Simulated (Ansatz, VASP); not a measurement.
# BeTe in VASP and in Ansatz

```
Be Te
1.0
     0.00000    2.82877    2.82877
     2.82877    0.00000    2.82877
     2.82877    2.82877    0.00000
Be Te
1 1
Direct
  0.00000 0.00000 0.00000
  0.25000 0.25000 0.25000
```

Alike in both runs: task single point; functional r2SCAN; k mesh 8 × 8 × 8; occupations gaussian, width 0.02 eV; no spin polarisation.

|  | VASP | Ansatz |
| --- | --- | --- |
| version | VASP 6.6.1 | Ansatz 0.2.0 |
| potentials or method | VASP PAW PBE potentials, release 64 (Be, Te), cutoff 660 eV | scalar-relativistic, plane waves, PAW |
| valence electrons in the cell | 8 | 18 |

|  | VASP | Ansatz | Ansatz less VASP |
| --- | --- | --- | --- |
| gap on the k mesh at the Fermi level (eV) | 2.37 | 2.38 | +0.009 |
| least direct gap on the mesh (eV) | 4.03 | 4.04 | +0.012 |
| pressure (GPa) | 0.2 | 0.0 | -0.17 |

VASP's potentials were made for PBE, not for r2SCAN. VASP's potentials hold 8 valence electrons a cell and Ansatz's 18, so a difference there can come from the potentials and not from the codes.

Neither program's run includes spin-orbit coupling.
